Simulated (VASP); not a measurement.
# CsO (Immm) in VASP: further runs, part 3 of 4

VASP 6.6.1. Earlier steps stand in the parts before.

### Step 4. Single point, LDA (strain -0.0150 x Voigt [1, -1, 0, 0, 0, 0])

File INCAR:

```
SYSTEM = CsO
ALGO = Normal ; EDIFF = 1E-7
ENCUT = 520 ; ISIF = 2
ISMEAR = 0 ; LASPH = .TRUE.
LCHARG = .FALSE. ; LREAL = .FALSE.
LWAVE = .FALSE. ; NBANDS = 23
NELM = 100 ; PREC = Accurate
SIGMA = 0.05
```

File KPOINTS:

```
k-points
0
G
  8 8 8
  0 0 0
```

File POSCAR:

```
CsO
1.0
   -2.1285850000      3.2632250000      3.7585000000
    2.1285850000     -3.2632250000      3.7585000000
    2.1285850000      3.2632250000     -3.7585000000
Cs O
2 2
Direct
    0.2500000000      0.2500000000      0.0000000000
    0.7500000000      0.7500000000      0.0000000000
    0.6200000000      0.0000000000      0.6200000000
    0.3800000000      0.0000000000      0.3800000000
```

Potentials or basis: VASP PAW LDA potentials, release 64 (Cs_sv, O).

Started as:

```bash
cat potpaw_LDA.64/Cs_sv/POTCAR potpaw_LDA.64/O/POTCAR > POTCAR
mpirun -np 1 vasp_std > vasp.out
```

OUTCAR:

```text
SYSTEM = CsO
   EDIFF = 1E-7
   ENCUT = 520
   ISIF = 2
   ISMEAR = 0
   LASPH = .TRUE.
   LREAL = .FALSE.
   NELM = 100
   PREC = Accurate

 ion  position               nearest neighbor table
   1  0.250  0.250  0.000-
   2  0.750  0.750  0.000-
   3  0.620  0.000  0.620-   4 1.57
   4  0.380  0.000  0.380-   3 1.57

  LATTYP: Found a body centered orthorhombic cell.
 ALAT       =     4.2571700000
 B/A-ratio  =     1.5330489504
 C/A-ratio  =     1.7657269970

  Lattice vectors:

 A1 = (  -2.1285850000,   3.2632250000,   3.7585000000)
 A2 = (   2.1285850000,  -3.2632250000,   3.7585000000)
 A3 = (   2.1285850000,   3.2632250000,  -3.7585000000)

Analysis of symmetry for initial positions (statically):
=====================================================================
 Subroutine PRICEL returns:
 Original cell was already a primitive cell.

 Routine SETGRP: Setting up the symmetry group for a
 body centered orthorhombic supercell.

 Subroutine GETGRP returns: Found  8 space group operations
 (whereof  8 operations were pure point group operations)
 out of a pool of  8 trial point group operations.

The static configuration has the point symmetry D_2h.

Analysis of symmetry for dynamics (positions and initial velocities):
=====================================================================
 Subroutine PRICEL returns:
 Original cell was already a primitive cell.

 Routine SETGRP: Setting up the symmetry group for a
 body centered orthorhombic supercell.

 Subroutine GETGRP returns: Found  8 space group operations
 (whereof  8 operations were pure point group operations)
 out of a pool of  8 trial point group operations.

The dynamic configuration has the point symmetry D_2h.

 Subroutine INISYM returns: Found  8 space group operations
 (whereof  8 operations are pure point group operations),
 and found     1 'primitive' translations

----------------------------------------------------------------------------------------

                                     Primitive cell

[... 116 lines left out ...]
  Fermi-wavevector in a.u.,A,eV,Ry     =   1.080217  2.041314 15.876217  1.166869
  Thomas-Fermi vector in A             =   2.216202
   LORBIT       =      0    0 simple, 1 ext, 2 COOP (PROOUT), +10 PAW based schemes
   GGA     = CA    functional components
   LHFCALC =     F    Hartree Fock is set to
   AEXX    =    0.0000 exact exchange contribution
   IVDW    =     0    specifies the selected vdW correction
   LEPSILON=     F    determine dielectric tensor
   LRPA    =     F    only Hartree local field effects (RPA)
 non-spin polarized calculation
 Gauss-broadening in eV      SIGMA  =   0.05
  energy-cutoff  :      520.00
  volume of cell :      104.43
 maximum number of plane-waves:      2846
   NGX = 21   NGY = 21   NGZ = 21

 number of electron      30.0000000 magnetization

 Free energy of the ion-electron system (eV)
  ---------------------------------------------------
  ext. energy  EPLUGINS =         0.00000000
  ---------------------------------------------------
  free energy    TOTEN  =       -17.83573625 eV

  energy without entropy =      -17.83573625  energy(sigma->0) =      -17.83573625

 E-fermi :   2.3064     XC(G=0):  -8.9215

 val. band max:        2.0152272382   @ k =   0.0000   0.0000   0.0000
 cond. band min:       3.6364743833   @ k =   0.1250  -0.1250   0.1250
 fundamental gap:      1.6212471450
 Fermi energy:         2.3063809332

 k-point     1 :       0.0000    0.0000    0.0000
  band No.  band energies     occupation
      1     -19.8464      2.00000
      2     -19.2405      2.00000
      3     -17.1911      2.00000
      4     -12.1712      2.00000
      5      -7.1268      2.00000
      6      -6.9401      2.00000
[... 613 lines left out ...]
     22       9.0545      0.00000
     23       9.2545      0.00000

 [... further k-points ...]

------------------------ aborting loop because EDIFF is reached ----------------------------------------

  FORCE on cell =-STRESS in cart. coord.  units (eV):
  Direction    XX          YY          ZZ          XY          YZ          ZX
  --------------------------------------------------------------------------------------
  -------------------------------------------------------------------------------------
  Total       -1.4363423     -3.8092957     -1.8109146      0.0000000      0.0000000      0.0000000
  in kB      -22.0371780    -58.4443739    -27.7840774      0.0000000      0.0000000      0.0000000
  external PRESSURE =     -36.0885431 kB  Pullay stress =       0.0000000 kB

 VOLUME and BASIS-vectors are now :
 -----------------------------------------------------------------------------
  energy-cutoff  :      520.00
  volume of cell :      104.43
      direct lattice vectors                 reciprocal lattice vectors
    -2.128585000  3.263225000  3.758500000     0.000000000  0.153222656  0.133031795
     2.128585000 -3.263225000  3.758500000     0.234897831  0.000000000  0.133031795
     2.128585000  3.263225000 -3.758500000     0.234897831  0.153222656  0.000000000

 POSITION                                       TOTAL-FORCE (eV/Angst)
 -----------------------------------------------------------------------------------
      0.00000      0.00000      1.87925         0.000000      0.000000      0.202465
      0.00000      0.00000      5.63775         0.000000      0.000000     -0.202465
      0.00000      4.04640      0.00000        -0.000000     -1.424834      0.000000
      0.00000      2.48005      0.00000         0.000000      1.424834     -0.000000
 -----------------------------------------------------------------------------------
    total drift:                               -0.000000     -0.000000      0.000000

  FREE ENERGIE OF THE ION-ELECTRON SYSTEM (eV)
  ---------------------------------------------------
  free  energy   TOTEN  =       -17.8357362494 eV

  energy  without entropy=      -17.8357362494  energy(sigma->0) =      -17.83573625
```

OSZICAR:

```text
N       E                     dE             d eps       ncg     rms          rms(c)
DAV:   1     0.193096476816E+03    0.19310E+03   -0.13712E+04  4370   0.114E+03
DAV:   2    -0.683701171600E+01   -0.19993E+03   -0.18981E+03  6146   0.224E+02
DAV:   3    -0.212103312127E+02   -0.14373E+02   -0.14305E+02  5797   0.667E+01
DAV:   4    -0.213324421318E+02   -0.12211E+00   -0.12209E+00  5238   0.690E+00
DAV:   5    -0.213334197048E+02   -0.97757E-03   -0.97753E-03  6007   0.559E-01    0.976E+00
DAV:   6    -0.181253729344E+02    0.32080E+01   -0.74157E+00  5090   0.219E+01    0.366E+00
DAV:   7    -0.179600153097E+02    0.16536E+00   -0.15466E+00  5344   0.638E+00    0.238E+00
DAV:   8    -0.178672904494E+02    0.92725E-01   -0.51703E-01  4750   0.410E+00    0.114E+00
DAV:   9    -0.178401489104E+02    0.27142E-01   -0.24230E-01  5552   0.260E+00    0.559E-01
DAV:  10    -0.178377884452E+02    0.23605E-02   -0.63630E-02  5239   0.130E+00    0.298E-01
DAV:  11    -0.178356724395E+02    0.21160E-02   -0.86273E-03  5094   0.521E-01    0.428E-02
DAV:  12    -0.178357657850E+02   -0.93346E-04   -0.11810E-03  5450   0.169E-01    0.406E-02
DAV:  13    -0.178357420510E+02    0.23734E-04   -0.32068E-04  5340   0.898E-02    0.185E-02
DAV:  14    -0.178357364367E+02    0.56143E-05   -0.53937E-05  5358   0.389E-02    0.465E-03
DAV:  15    -0.178357362405E+02    0.19619E-06   -0.28314E-06  5020   0.986E-03    0.647E-04
DAV:  16    -0.178357362494E+02   -0.88521E-08   -0.14259E-07  4892   0.212E-03
   1 F= -.17835736E+02 E0= -.17835736E+02  d E =-.103511E-18
```

stdout:

```text
POSCAR found type information on POSCAR CsO
 POSCAR found :  2 types and       4 ions
 scaLAPACK will be used
 LDA part: xc-table for (Slater(with rela. corr.)+CA(PZ))
 , standard interpolation
 POSCAR, INCAR and KPOINTS ok, starting setup
 FFT: planning ... GRIDC
 FFT: planning ... GRID_SOFT
 FFT: planning ... GRID
 WAVECAR not read
 entering main loop
```

Run time: 4.2 min. Hardware: 1 thread of Intel Xeon Platinum 8488C (Sapphire Rapids), shared host; peak memory 0.32 GiB.

What came out:

| Quantity | Value |
| --- | --- |
| Free energy | -17.8357 eV |
| Pressure | -3.6 GPa |
| Largest force | 1.425 eV/Å |
| Band gap on the k mesh | 1.62 eV (least direct gap 1.76 eV) |

Forces on the atoms (eV/Å):
```
Cs   0.000  0.000  0.202
Cs   0.000  0.000 -0.202
O    0.000 -1.425  0.000
O    0.000  1.425  0.000
```

Stress tensor (GPa, compression positive):
```
-2.20  0.00  0.00
 0.00 -5.84  0.00
 0.00  0.00 -2.78
```

Caveat: the cell differs from its parent crystal (strain -0.0150 x Voigt [1, -1, 0, 0, 0, 0]); the cell stands under tension; spin-orbit coupling is left out, which moves the levels of the heavy elements; forces of over 1 eV/Å act on the atoms, so gaps and moduli don't describe the material at rest. A k mesh can miss the band edges.

(Part 3 of 4 ends here.)
